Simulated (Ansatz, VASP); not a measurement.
**K in VASP and in Ansatz**

INCAR

```
SYSTEM = K
ALGO = Normal
EDIFF = 1E-6
ENCUT = 520
GGA = RE
ISIF = 2
ISMEAR = -1
LASPH = .TRUE.
LCHARG = .TRUE.
LELF = .TRUE.
LREAL = .FALSE.
LVHAR = .TRUE.
LWAVE = .FALSE.
NBANDS = 20
NELM = 100
PREC = Accurate
SIGMA = 0.1
```

The input KPOINTS:

```
k-points
0
G
  6 6 8
  0 0 0
```

POSCAR

```
K
1.0
    7.8564731275      0.0000000000      0.0000000000
   -3.9282365638      6.8039053126      0.0000000000
    0.0000000000      0.0000000000      4.6829285085
K
3
Direct
    1.0000000000      0.0000000000      0.0000000000
    0.3333333333      0.6666666667      0.5000000000
    0.6666666667      0.3333333333      0.5000000000
```

Input for Ansatz:

```yaml
crystal:
  lattice:
    - [7.8564731275, 0.0, 0.0]
    - [-3.9282365638, 6.8039053126, 0.0]
    - [0.0, 0.0, 4.6829285085]
  atoms:
    - { symbol: K, position: [1.0, 0.0, 0.0] }
    - { symbol: K, position: [0.3333333333, 0.6666666667, 0.5] }
    - { symbol: K, position: [0.6666666667, 0.3333333333, 0.5] }
hamiltonian:
  xc: revpbe
  pseudopotentials:
    kind: paw
    azcp:
      K: "pseudopotentials/K.paw.azcp"
basis:
  ecutwfc: 420
  fft_grid_basis: typed
kpoints:
  mp_grid: { grid: [6, 6, 8], shift: [0, 0, 0] }
magnetization:
  spin_polarized: false
scf:
  occupations: { method: fermi_dirac, width: 0.1 }
  lower_state_search: "off"
output:
  stress: true
```

Alike in both runs: task single point; functional revPBE; k mesh 6 × 6 × 8; occupations fermi-dirac, width 0.1 eV; no spin polarisation.

|  | VASP | Ansatz |
| --- | --- | --- |
| version | VASP 6.6.1 | Ansatz 0.2.0 |
| potentials or method | VASP PAW PBE potentials, release 64 (K_sv), cutoff 520 eV | plane waves (420 eV) with PAW, scalar-relativistic |
| valence electrons in the cell | 27 | 27 |

```tsv
	VASP	Ansatz	Ansatz less VASP
pressure (GPa)	-0.1	-0.1	+0.01
```

VASP's potentials were made for PBE, not for revPBE.
